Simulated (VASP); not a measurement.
# Hg (P6_3/mmc) in VASP: notebook

Hg is run at these levels: PBE+D3(BJ); tasks: single point.

All numbers are computed with VASP 6.6.1; they aren't measurements. Logs are shortened: lines on timing, memory, paths and dates and some standing lists are left out, and cuts for length are marked.

### Step 1. The cell of the first run

The structure is hexagonal, space group P6_3/mmc (No. 194). Conventional cell: a = 3.185 Å, b = 3.185 Å, c = 4.969 Å, α = 90.00°, β = 90.00°, γ = 120.00°. Within 4.1 Å of Hg (site symmetry -6m2) lie 12 Hg at 3.09 to 3.18 Å.

### Step 2. Single point, PBE+D3(BJ)

Input file INCAR:

```
ALGO = Normal
EDIFF = 1E-6
ENCUT = 520
GGA = PE
ISIF = 2
ISMEAR = 0
IVDW = 12
LASPH = T
LCHARG = F
LREAL = F
LWAVE = F
NBANDS = 19
NELM = 60
PREC = Accurate
SIGMA = 0.15
```

Input file KPOINTS:

```
k-points
0
Gamma
  15 15 8
```

Input file POSCAR:

```
Hg
1.0
    3.1846000000      0.0000000000      0.0000000000
   -1.5923000000      2.7579445009      0.0000000000
    0.0000000000      0.0000000000      4.9690000000
Hg
2
Direct
    0.6666666667      0.3333333333      0.7500000000
    0.3333333333      0.6666666667      0.2500000000
```

Potentials or basis: VASP PAW PBE potentials, release 64 (Hg).

On the command line:

```sh
$ cat potpaw_PBE.64/Hg/POTCAR > POTCAR
$ mpirun -np 1 vasp_std > vasp.out
```

OUTCAR:

```text
EDIFF = 1E-6
   ENCUT = 520
   GGA = PE
   ISIF = 2
   ISMEAR = 0
   IVDW = 12
   LASPH = T
   LREAL = F
   NELM = 60
   PREC = Accurate
 IVDW          = 12

 ion  position               nearest neighbor table
   1  0.667  0.333  0.750-   2 3.09   2 3.09   2 3.09   2 3.09   2 3.09   2 3.09
   2  0.333  0.667  0.250-   1 3.09   1 3.09   1 3.09   1 3.09   1 3.09   1 3.09

  LATTYP: Found a hexagonal cell.
 ALAT       =     3.1846000000
 C/A-ratio  =     1.5603215474

  Lattice vectors:

 A1 = (   3.1846000000,   0.0000000000,   0.0000000000)
 A2 = (  -1.5923000000,   2.7579445009,   0.0000000000)
 A3 = (   0.0000000000,   0.0000000000,   4.9690000000)

Analysis of symmetry for initial positions (statically):
=====================================================================
 Subroutine PRICEL returns:
 Original cell was already a primitive cell.

 Routine SETGRP: Setting up the symmetry group for a
 hexagonal supercell.

 Subroutine GETGRP returns: Found 24 space group operations
 (whereof 12 operations were pure point group operations)
 out of a pool of 24 trial point group operations.

The static configuration has the point symmetry D_3d.
 The point group associated with its full space group is D_6h.

Analysis of symmetry for dynamics (positions and initial velocities):
=====================================================================
 Subroutine PRICEL returns:
 Original cell was already a primitive cell.

 Routine SETGRP: Setting up the symmetry group for a
 hexagonal supercell.

 Subroutine GETGRP returns: Found 24 space group operations
 (whereof 12 operations were pure point group operations)
 out of a pool of 24 trial point group operations.

The dynamic configuration has the point symmetry D_3d.
 The point group associated with its full space group is D_6h.

 Subroutine INISYM returns: Found 24 space group operations
 (whereof 12 operations are pure point group operations),
 and found     1 'primitive' translations

----------------------------------------------------------------------------------------

                                     Primitive cell

  volume of cell :      43.6425

  direct lattice vectors                    reciprocal lattice vectors
     3.184600000  0.000000000  0.000000000     0.314011179  0.181294439  0.000000000
    -1.592300000  2.757944501  0.000000000     0.000000000  0.362588877  0.000000000
[... 83 lines left out ...]
   ENCUT  =  520.0 eV  38.22 Ry    6.18 a.u.   5.92  5.92  9.24*2*pi/ulx,y,z
   NELM   =     60;   NELMIN=  2; NELMDL= -5     # of ELM steps
   EDIFF  = 0.1E-05   stopping-criterion for ELM
   LREAL  =      F    real-space projection
   EDIFFG = 0.1E-04   stopping-criterion for IOM
   NSW    =      0    number of steps for IOM
   IBRION =     -1    ionic relax: 0-MD 1-quasi-New 2-CG
   NFREE  =      0    steps in history (QN), initial steepest desc. (CG)
   ISIF   =      2    stress and relaxation
   ISYM   =      2    0-nonsym 1-usesym 2-fastsym
   POTIM  = 0.5000    time-step for ionic-motion
   TEBEG  =    0.0;   TEEND  =   0.0 temperature during run
   PSTRESS=    0.0 pullay stress
   NELECT =      24.0000    total number of electrons
   NUPDOWN=      -1.0000    fix difference up-down
   EMIN   =  10.00;   EMAX   =-10.00  energy-range for DOS
   EFERMI =   0.00;   METHOD = LEGACY
   ISMEAR =     0;   SIGMA  =   0.15  broadening in eV -4-tet -1-fermi 0-gaus
   EFERMI_NEDOS =   21; number of points for ismear=-14 and -15
   IALGO  =     38    algorithm
   IMIX   =      4    mixing-type and parameters
     AMIX     =   0.40;   BMIX     =  1.00
     AMIX_MAG =   1.60;   BMIX_MAG =  1.00
  volume/ion in A,a.u.               =      21.82       147.26
  Fermi-wavevector in a.u.,A,eV,Ry     =   1.341247  2.534589 24.476114  1.798944
  Thomas-Fermi vector in A             =   2.469496
   LORBIT       =      0    0 simple, 1 ext, 2 COOP (PROOUT), +10 PAW based schemes
   GGA     = PE    functional components
   LHFCALC =     F    Hartree Fock is set to
   AEXX    =    0.0000 exact exchange contribution
   IVDW    =    12    specifies the selected vdW correction
   LEPSILON=     F    determine dielectric tensor
   LRPA    =     F    only Hartree local field effects (RPA)
 non-spin polarized calculation
 Gauss-broadening in eV      SIGMA  =   0.15
  energy-cutoff  :      520.00
  volume of cell :       43.64
 maximum number of plane-waves:      1191
 NGX is ok and might be reduce to    24
   NGX = 11   NGY = 11   NGZ = 19

 number of electron      24.0000002 magnetization

 Free energy of the ion-electron system (eV)
  ---------------------------------------------------
  ext. energy  EPLUGINS =         0.00000000
  ---------------------------------------------------
  free energy    TOTEN  =        -0.02579300 eV

  energy without entropy =       -0.01833090  energy(sigma->0) =       -0.02206195

 E-fermi :   3.3505     XC(G=0): -11.3041

 val. band max:        3.3469447940   @ k =   0.2667   0.2667   0.2500
 cond. band min:       3.3788646616   @ k =   0.2000   0.0000   0.0000
 fundamental gap:      0.0319198677
 Fermi energy:         3.3505390453

 k-point     1 :       0.0000    0.0000    0.0000
  band No.  band energies     occupation
      1      -6.3204      2.00000
      2      -5.0167      2.00000
      3      -3.8044      2.00000
      4      -3.8044      2.00000
      5      -3.7481      2.00000
      6      -3.6160      2.00000
[... 505 lines left out ...]
      6      -3.5376      2.00000
[... 11 lines left out ...]
     18      12.5963      0.00000
     19      14.2780      0.00000

 [... further k-points ...]

------------------------ aborting loop because EDIFF is reached ----------------------------------------

 Edisp (eV)   -0.95994

 E8    (eV) :    -0.4342

  FORCE on cell =-STRESS in cart. coord.  units (eV):
  Direction    XX          YY          ZZ          XY          YZ          ZX
  --------------------------------------------------------------------------------------
  -------------------------------------------------------------------------------------
  Total       1.59061     1.59061     1.84853     0.00000    -0.00000     0.00000
  in kB      58.39365    58.39365    67.86210     0.00000    -0.00000     0.00000
  external pressure =       61.55 kB  Pullay stress =        0.00 kB

 VOLUME and BASIS-vectors are now :
 -----------------------------------------------------------------------------
  energy-cutoff  :      520.00
  volume of cell :       43.64
      direct lattice vectors                 reciprocal lattice vectors
     3.184600000  0.000000000  0.000000000     0.314011179  0.181294439  0.000000000
    -1.592300000  2.757944501  0.000000000     0.000000000  0.362588877  0.000000000
     0.000000000  0.000000000  4.969000000     0.000000000  0.000000000  0.201247736

 POSITION                                       TOTAL-FORCE (eV/Angst)
 -----------------------------------------------------------------------------------
      1.59230      0.91931      3.72675         0.000000     -0.000000      0.000000
     -0.00000      1.83863      1.24225        -0.000000      0.000000      0.000000
 -----------------------------------------------------------------------------------
    total drift:                               -0.000000      0.000000     -0.000000

  FREE ENERGIE OF THE ION-ELECTRON SYSTEM (eV)
  ---------------------------------------------------
  free  energy   TOTEN  =        -0.9857299319 eV

  energy  without entropy=       -0.9782678352  energy(sigma->0) =       -0.98199888
```

OSZICAR:

```text
N       E                     dE             d eps       ncg     rms          rms(c)
DAV:   1     0.185216864428E+03    0.18522E+03   -0.12698E+04  5130   0.124E+03
DAV:   2     0.398712857716E+01   -0.18123E+03   -0.17371E+03  5350   0.326E+02
DAV:   3    -0.969201610510E-01   -0.40840E+01   -0.40686E+01  5904   0.539E+01
DAV:   4    -0.103271951215E+00   -0.63518E-02   -0.63507E-02  5651   0.203E+00
DAV:   5    -0.103280173792E+00   -0.82226E-05   -0.82223E-05  5694   0.728E-02    0.682E+00
DAV:   6    -0.324714132630E-01    0.70809E-01   -0.14932E-01  5617   0.424E+00    0.483E+00
DAV:   7    -0.267573886549E-01    0.57140E-02   -0.41307E-02  5609   0.197E+00    0.117E+00
DAV:   8    -0.257374159005E-01    0.10200E-02   -0.78736E-03  5422   0.101E+00    0.101E-01
DAV:   9    -0.257583864986E-01   -0.20971E-04   -0.34327E-05  5804   0.561E-02    0.326E-02
DAV:  10    -0.257927352195E-01   -0.34349E-04   -0.31475E-05  5443   0.493E-02    0.939E-03
DAV:  11    -0.257930016110E-01   -0.26639E-06   -0.17679E-06  4415   0.140E-02
   1 F= -.98572993E+00 E0= -.98199888E+00  d E =-.746210E-02
```

stdout:

```text
POSCAR found type information on POSCAR Hg
 POSCAR found :  1 types and       2 ions
 scaLAPACK will be used
 LDA part: xc-table for (Slater+PW92), standard interpolation
 POSCAR, INCAR and KPOINTS ok, starting setup
 FFT: planning ... GRIDC
 FFT: planning ... GRID_SOFT
 FFT: planning ... GRID
 WAVECAR not read
 entering main loop
```

Run time: 83 s. Hardware: 1 thread of Intel Xeon 8259CL, shared host; peak memory 0.23 GiB.

Results:

| Quantity | Value |
| --- | --- |
| Free energy | -0.9857 eV |
| Pressure | 6.2 GPa |
| Band gap on the k mesh | zero (bands 12 and 13 overlap by 1.21 eV) |
| Dispersion energy per atom | -0.480 eV |

Levels at points of the mesh, in eV from the Fermi level:
```
           k point  band 10  band 11  band 12  band 13  band 14  band 15
(0.00, 0.00, 0.00)    -5.95    -5.95    -1.65    -0.84    12.67    12.67
(0.00, 0.00, 0.50)    -6.21    -6.21    -6.21     7.96     7.96    13.21
```

Caveat: the cell stands under pressure; spin-orbit coupling is left out, which moves the levels of the heavy elements.

### Step 3. Single point, PBE+D3(BJ)

This run uses another cell than the first one, of 21.87 Å³/atom.

Input file INCAR:

```
SYSTEM = Hg
PREC     = Accurate       ! precision mode
ENCUT    = 520            ! plane-wave cutoff, eV
EDIFF    = 1E-7           ! SCF threshold, eV
ISMEAR   = 0              ! smearing method
SIGMA    = 0.15           ! smearing width, eV
LREAL    = .False.        ! projectors in reciprocal space
LASPH    = .True.         ! aspherical terms in the spheres
NELM     = 100            ! most SCF steps
ALGO     = Normal         ! electronic algorithm
ISIF     = 2              ! what is computed and relaxed
LWAVE    = .False.        ! write WAVECAR
LCHARG   = .False.        ! write CHGCAR
GGA      = PE             ! functional
IVDW     = 12             ! dispersion correction
NBANDS   = 19             ! bands
```

Input file KPOINTS:

```
regular mesh
0
Gamma
  15 15 8
  0 0 0
```

Input file POSCAR:

```
Hg
1.0
    3.2405000000      0.0000000000      0.0000000000
   -1.6202500000      2.8063553210      0.0000000000
    0.0000000000      0.0000000000      4.8104000000
Hg
2
Direct
    0.6666666667      0.3333333333      0.7500000000
    0.3333333333      0.6666666667      0.2500000000
```

Potentials or basis: VASP PAW PBE potentials, release 64 (Hg).

On the command line:

```sh
$ cat potpaw_PBE.64/Hg/POTCAR > POTCAR
$ mpirun -np 1 vasp_std > vasp.out
```

Run time: 84 s. Hardware: 1 thread of Intel Xeon 8259CL, shared host; peak memory 0.23 GiB.

Results (log left out):

```yaml
Free_energy: -0.9794 eV
Pressure: 6.3 GPa
Band_gap_on_the_k_mesh: zero (bands 12 and 13 overlap by 1.19 eV)
Dispersion_energy_per_atom: -0.479 eV
```

Stress tensor (GPa, compression positive):
```
5.86 0.00 0.00
0.00 5.86 0.00
0.00 0.00 7.12
```

Levels at points of the mesh, in eV from the Fermi level:
```csv
k point,band 10,band 11,band 12,band 13,band 14,band 15
"(0.00, 0.00, 0.00)",-6.01,-6.01,-1.41,-0.31,11.85,11.85
"(0.00, 0.00, 0.50)",-6.26,-6.26,-6.26,8.92,8.92,12.75
```

Caveat: the cell stands under pressure; spin-orbit coupling is left out, which moves the levels of the heavy elements.

The gap in the log of VASP goes by the Fermi energy; the results here count the filled bands.